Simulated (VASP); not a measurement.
# Sn2PW3 (P6/mmm) in VASP: single point with PBE

Aim: the single point of Sn2PW3 with PBE.

All numbers are computed with VASP 6.6.1; they aren't measurements. Logs are shortened: lines on timing, memory, paths and dates and some standing lists are left out, and cuts for length are marked.

## (1) The cell of the first run

Symmetry: P6/mmm, No. 191, hexagonal system. The conventional cell has a = 5.365 Å, b = 5.365 Å, c = 4.907 Å, α = 90.00°, β = 90.00°, γ = 120.00°. Within 4.0 Å of Sn (site symmetry -6m2) lie 6 W at 2.90 Å and 3 Sn at 3.10 Å and 6 P at 3.95 Å. Within 3.5 Å of P (site symmetry 6/mmm) lie 6 W at 2.68 Å. Within 3.5 Å of W (site symmetry mmm) lie 4 W at 2.68 Å and 2 P at 2.68 Å and 4 Sn at 2.90 Å.

The cell was generated, and may not be a known phase.

## (2) Single point, PBE

File INCAR:

```
SYSTEM = Sn2PW3
ALGO = Normal
EDIFF = 1E-6
ENCUT = 520
GGA = PE
ISIF = 2
ISMEAR = 0
LASPH = .True.
LCHARG = .True.
LELF = .True.
LREAL = .False.
LVHAR = .True.
LWAVE = .False.
NBANDS = 46
NELM = 60
PREC = Accurate
SIGMA = 0.1
```

File KPOINTS:

```
k-points
0
Gamma
  12 12 8
  0 0 0
```

File POSCAR:

```
Sn2PW3
1.0
    5.3645341357      0.0000000000      0.0000000000
   -2.6822670678      4.6458228410      0.0000000000
    0.0000000000      0.0000000000      4.9065318142
Sn P W
2 1 3
Direct
    0.3333333333      0.6666666667      0.5000000000
    0.6666666667      0.3333333333      0.5000000000
    0.0000000000      0.0000000000      0.0000000000
    0.5000000000      0.0000000000      0.0000000000
    0.0000000000      0.5000000000      0.0000000000
    0.5000000000      0.5000000000      0.0000000000
```

Potentials or basis: VASP PAW PBE potentials, release 64 (Sn_d, P, W_sv).

Run with:

```sh
> cat potpaw_PBE.64/Sn_d/POTCAR potpaw_PBE.64/P/POTCAR potpaw_PBE.64/W_sv/POTCAR > POTCAR
> mpirun -np 1 vasp_std > vasp.out
```

OUTCAR:

```text
SYSTEM = Sn2PW3
   EDIFF = 1E-6
   ENCUT = 520
   GGA = PE
   ISIF = 2
   ISMEAR = 0
   LASPH = .True.
   LREAL = .False.
   NELM = 60
   PREC = Accurate

 ion  position               nearest neighbor table
   1  0.333  0.667  0.500-   4 2.90   4 2.90   5 2.90   5 2.90   6 2.90   6 2.90   2 3.10   2 3.10
                             2 3.10
   2  0.667  0.333  0.500-   4 2.90   4 2.90   5 2.90   5 2.90   6 2.90   6 2.90   1 3.10   1 3.10
                             1 3.10
   3  0.000  0.000  0.000-   5 2.68   5 2.68   4 2.68   4 2.68   6 2.68   6 2.68
   4  0.500  0.000  0.000-   6 2.68   6 2.68   3 2.68   3 2.68   5 2.68   5 2.68   2 2.90   2 2.90
                             1 2.90   1 2.90
   5  0.000  0.500  0.000-   3 2.68   3 2.68   6 2.68   6 2.68   4 2.68   4 2.68   2 2.90   2 2.90
                             1 2.90   1 2.90
   6  0.500  0.500  0.000-   4 2.68   4 2.68   5 2.68   5 2.68   3 2.68   3 2.68   2 2.90   2 2.90
                             1 2.90   1 2.90

  LATTYP: Found a hexagonal cell.
 ALAT       =     5.3645341357
 C/A-ratio  =     0.9146240270

  Lattice vectors:

 A1 = (   5.3645341357,   0.0000000000,   0.0000000000)
 A2 = (  -2.6822670678,   4.6458228410,   0.0000000000)
 A3 = (   0.0000000000,   0.0000000000,   4.9065318142)

Analysis of symmetry for initial positions (statically):
=====================================================================
 Subroutine PRICEL returns:
 Original cell was already a primitive cell.

 Routine SETGRP: Setting up the symmetry group for a
 hexagonal supercell.

 Subroutine GETGRP returns: Found 24 space group operations
 (whereof 24 operations were pure point group operations)
 out of a pool of 24 trial point group operations.

The static configuration has the point symmetry D_6h.

Analysis of symmetry for dynamics (positions and initial velocities):
=====================================================================
 Subroutine PRICEL returns:
 Original cell was already a primitive cell.

 Routine SETGRP: Setting up the symmetry group for a
 hexagonal supercell.

 Subroutine GETGRP returns: Found 24 space group operations
 (whereof 24 operations were pure point group operations)
 out of a pool of 24 trial point group operations.

The dynamic configuration has the point symmetry D_6h.

 Subroutine INISYM returns: Found 24 space group operations
 (whereof 24 operations are pure point group operations),
 and found     1 'primitive' translations

----------------------------------------------------------------------------------------

                                     Primitive cell

  volume of cell :     122.2839

  direct lattice vectors                    reciprocal lattice vectors
     5.364534136  0.000000000  0.000000000     0.186409477  0.107623561  0.000000000
    -2.682267068  4.645822841  0.000000000     0.000000000  0.215247123  0.000000000
     0.000000000  0.000000000  4.906531814     0.000000000  0.000000000  0.203809949

  length of vectors
     5.364534136  5.364534136  4.906531814     0.215247123  0.215247123  0.203809949

  position of ions in fractional coordinates (direct lattice)
     0.333333333  0.666666667  0.500000000
     0.666666667  0.333333333  0.500000000
     0.000000000  0.000000000  0.000000000
     0.500000000  0.000000000  0.000000000
     1.000000000  0.500000000  0.000000000
     0.500000000  0.500000000  0.000000000

  ion indices of the primitive-cell ions
   primitive index   ion index
                 1           1
                 2           2
                 3           3
                 4           4
                 5           5
                 6           6

----------------------------------------------------------------------------------------

 KPOINTS: k-points

Automatic generation of k-mesh.
 Grid dimensions read from file:
 generate k-points for:   12   12    8

 Generating k-lattice:

  Cartesian coordinates                     Fractional coordinates (reciprocal lattice)
     0.015534123  0.008968630  0.000000000     0.083333333 -0.000000000  0.000000000
     0.000000000  0.017937260  0.000000000     0.000000000  0.083333333  0.000000000
     0.000000000  0.000000000  0.025476244     0.000000000  0.000000000  0.125000000

  Length of vectors
     0.017937260  0.017937260  0.025476244

  Shift w.r.t. Gamma in fractional coordinates (k-lattice)
     0.000000000  0.000000000  0.000000000

 Subroutine IBZKPT returns following result:
 ===========================================

 Found     95 irreducible k-points:

 Following reciprocal coordinates:
            Coordinates               Weight
  0.000000  0.000000  0.000000      1.000000
  0.083333  0.000000  0.000000      6.000000
  0.166667  0.000000  0.000000      6.000000
  0.250000  0.000000  0.000000      6.000000
  0.333333  0.000000  0.000000      6.000000
  0.416667  0.000000  0.000000      6.000000
[... 16 lines left out ...]
  0.250000  0.000000  0.125000     12.000000
  0.333333  0.000000  0.125000     12.000000
 [... further k-points ...]
   k-points           NKPTS =     95   k-points in BZ     NKDIM =     95   number of bands    NBANDS=     46
   number of dos      NEDOS =    301   number of ions     NIONS =      6
   total plane-waves  NPLWV =  57600
   dimension x,y,z NGX =    40 NGY =   40 NGZ =   36
   dimension x,y,z NGXF=    80 NGYF=   80 NGZF=   72
   ions per type =               2   1   3
   NGX,Y,Z   is equivalent  to a cutoff of  12.40, 12.40, 12.20 a.u.
   NGXF,Y,Z  is equivalent  to a cutoff of  24.79, 24.79, 24.40 a.u.
 SYSTEM =  Sn2PW3
   PREC   = accura    normal or accurate (medium, high low for compatibility)
   ISTART =      0    job   : 0-new  1-cont  2-samecut
   ICHARG =      2    charge: 1-file 2-atom 10-const
   ISPIN  =      1    spin polarized calculation?
   LNONCOLLINEAR =      F non collinear calculations
   LSORBIT =      F    spin-orbit coupling
   LASPH  =      T    aspherical Exc in radial PAW
   ENCUT  =  520.0 eV  38.22 Ry    6.18 a.u.   9.97  9.97  9.12*2*pi/ulx,y,z
   NELM   =     60;   NELMIN=  2; NELMDL= -5     # of ELM steps
   EDIFF  = 0.1E-05   stopping-criterion for ELM
   LREAL  =      F    real-space projection
   EDIFFG = 0.1E-04   stopping-criterion for IOM
   NSW    =      0    number of steps for IOM
   IBRION =     -1    ionic relax: 0-MD 1-quasi-New 2-CG
   NFREE  =      0    steps in history (QN), initial steepest desc. (CG)
   ISIF   =      2    stress and relaxation
   ISYM   =      2    0-nonsym 1-usesym 2-fastsym
   POTIM  = 0.5000    time-step for ionic-motion
   TEBEG  =    0.0;   TEEND  =   0.0 temperature during run
   PSTRESS=    0.0 pullay stress
   NELECT =      75.0000    total number of electrons
   NUPDOWN=      -1.0000    fix difference up-down
   EMIN   =  10.00;   EMAX   =-10.00  energy-range for DOS
   EFERMI =   0.00;   METHOD = LEGACY
   ISMEAR =     0;   SIGMA  =   0.10  broadening in eV -4-tet -1-fermi 0-gaus
   EFERMI_NEDOS =   21; number of points for ismear=-14 and -15
   IALGO  =     38    algorithm
   IMIX   =      4    mixing-type and parameters
     AMIX     =   0.40;   BMIX     =  1.00
     AMIX_MAG =   1.60;   BMIX_MAG =  1.00
  volume/ion in A,a.u.               =      20.38       137.54
  Fermi-wavevector in a.u.,A,eV,Ry     =   1.390931  2.628478 26.323031  1.934688
  Thomas-Fermi vector in A             =   2.514818
   LORBIT       =      0    0 simple, 1 ext, 2 COOP (PROOUT), +10 PAW based schemes
   GGA     = PE    functional components
   LHFCALC =     F    Hartree Fock is set to
   AEXX    =    0.0000 exact exchange contribution
   IVDW    =     0    specifies the selected vdW correction
   LEPSILON=     F    determine dielectric tensor
   LRPA    =     F    only Hartree local field effects (RPA)
 non-spin polarized calculation
 Gauss-broadening in eV      SIGMA  =   0.10
  energy-cutoff  :      520.00
  volume of cell :      122.28
 maximum number of plane-waves:      3316
 NGX is ok and might be reduce to    40
   NGX = 19   NGY = 19   NGZ = 19

 number of electron      75.0000022 magnetization

 Free energy of the ion-electron system (eV)
  ---------------------------------------------------
  ext. energy  EPLUGINS =         0.00000000
  ---------------------------------------------------
  free energy    TOTEN  =       -49.42705661 eV

  energy without entropy =      -49.40625251  energy(sigma->0) =      -49.41665456

 E-fermi :   9.1518     XC(G=0): -11.3983

 val. band max:        9.1338859246   @ k =   0.1667   0.1667   0.3750
 cond. band min:       9.1548612662   @ k =   0.1667   0.1667   0.2500
 fundamental gap:      0.0209753415
 Fermi energy:         9.1518296397

 k-point     1 :       0.0000    0.0000    0.0000
  band No.  band energies     occupation
      1     -65.1998      2.00000
      2     -65.0847      2.00000
      3     -65.0847      2.00000
      4     -30.1192      2.00000
      5     -29.7667      2.00000
      6     -29.7667      2.00000
[... 38 lines left out ...]
     45      11.4272      0.00000
     46      11.9637      0.00000

 k-point     2 :       0.0833    0.0000    0.0000
  band No.  band energies     occupation
      1     -65.1981      2.00000
      2     -65.0864      2.00000
      3     -65.0847      2.00000
      4     -30.1019      2.00000
      5     -29.7640      2.00000
      6     -29.7548      2.00000
[... 38 lines left out ...]
     45      11.4066      0.00000
     46      11.9883      0.00000

 k-point     3 :       0.1667    0.0000    0.0000
  band No.  band energies     occupation
      1     -65.1931      2.00000
      2     -65.0915      2.00000
      3     -65.0847      2.00000
      4     -30.0534      2.00000
      5     -29.7538      2.00000
      6     -29.7199      2.00000
[... 1018 lines left out ...]
     45      11.9808      0.00000
     46      12.1891      0.00000

 k-point    24 :       0.3333    0.0000    0.1250
  band No.  band energies     occupation
      1     -65.1756      2.00000
      2     -65.1092      2.00000
      3     -65.0847      2.00000
      4     -29.9232      2.00000
      5     -29.6681      2.00000
      6     -29.5929      2.00000
[... 38 lines left out ...]
     45      12.1320      0.00000
     46      12.1320      0.00000

 [... further k-points ...]

------------------------ aborting loop because EDIFF is reached ----------------------------------------

  FORCE on cell =-STRESS in cart. coord.  units (eV):
  Direction    XX          YY          ZZ          XY          YZ          ZX
  --------------------------------------------------------------------------------------
  -------------------------------------------------------------------------------------
  Total        0.1647124      0.1647124      0.0329332      0.0000000     -0.0000000      0.0000000
  in kB        2.1580802      2.1580802      0.4314949      0.0000000     -0.0000000      0.0000000
  external PRESSURE =       1.5825518 kB  Pullay stress =       0.0000000 kB

 VOLUME and BASIS-vectors are now :
 -----------------------------------------------------------------------------
  energy-cutoff  :      520.00
  volume of cell :      122.28
      direct lattice vectors                 reciprocal lattice vectors
     5.364534136  0.000000000  0.000000000     0.186409477  0.107623561  0.000000000
    -2.682267068  4.645822841  0.000000000     0.000000000  0.215247123  0.000000000
     0.000000000  0.000000000  4.906531814     0.000000000  0.000000000  0.203809949

 POSITION                                       TOTAL-FORCE (eV/Angst)
 -----------------------------------------------------------------------------------
     -0.00000      3.09722      2.45327         0.000000     -0.000000     -0.000000
      2.68227      1.54861      2.45327        -0.000000      0.000000      0.000000
      0.00000      0.00000      0.00000        -0.000000      0.000000      0.000000
      2.68227      0.00000      0.00000        -0.000000      0.000000      0.000000
     -1.34113      2.32291      0.00000        -0.000000      0.000000      0.000000
      1.34113      2.32291      0.00000        -0.000000      0.000000      0.000000
 -----------------------------------------------------------------------------------
    total drift:                               -0.000000      0.000000     -0.000000

  FREE ENERGIE OF THE ION-ELECTRON SYSTEM (eV)
  ---------------------------------------------------
  free  energy   TOTEN  =       -49.4270566109 eV

  energy  without entropy=      -49.4062525139  energy(sigma->0) =      -49.41665456
```

It took 3.3 min on 1 thread of Intel Xeon 6975P-C (Granite Rapids), shared host; peak memory 0.55 GiB.

Results:

```yaml
Free_energy: -49.4271 eV
Pressure: 0.2 GPa
Band_gap_on_the_k_mesh: zero (an odd number of electrons rules out a gap without spin polarisation)
```

Levels at points of the mesh, in eV from the Fermi level:
| k point | band 34 | band 35 | band 36 | band 37 | band 38 | band 39 | band 40 | band 41 |
| --- | --- | --- | --- | --- | --- | --- | --- | --- |
| (0.00, 0.00, 0.00) | -3.22 | -2.43 | -2.43 | -0.31 | 0.76 | 1.15 | 1.15 | 1.74 |
| (0.50, 0.00, 0.00) | -2.22 | -1.53 | -1.28 | -0.44 | -0.25 | 0.51 | 1.28 | 1.47 |
| (0.00, 0.00, 0.50) | -2.19 | -2.19 | -1.96 | -0.85 | -0.48 | -0.48 | 0.89 | 1.01 |
| (0.50, 0.00, 0.50) | -1.34 | -1.17 | -1.04 | -1.03 | -0.93 | -0.52 | 0.12 | 0.20 |

Caveat: spin-orbit coupling is left out, which moves the levels of the heavy elements.

The gap in the log of VASP goes by the Fermi energy; the results here count the filled bands.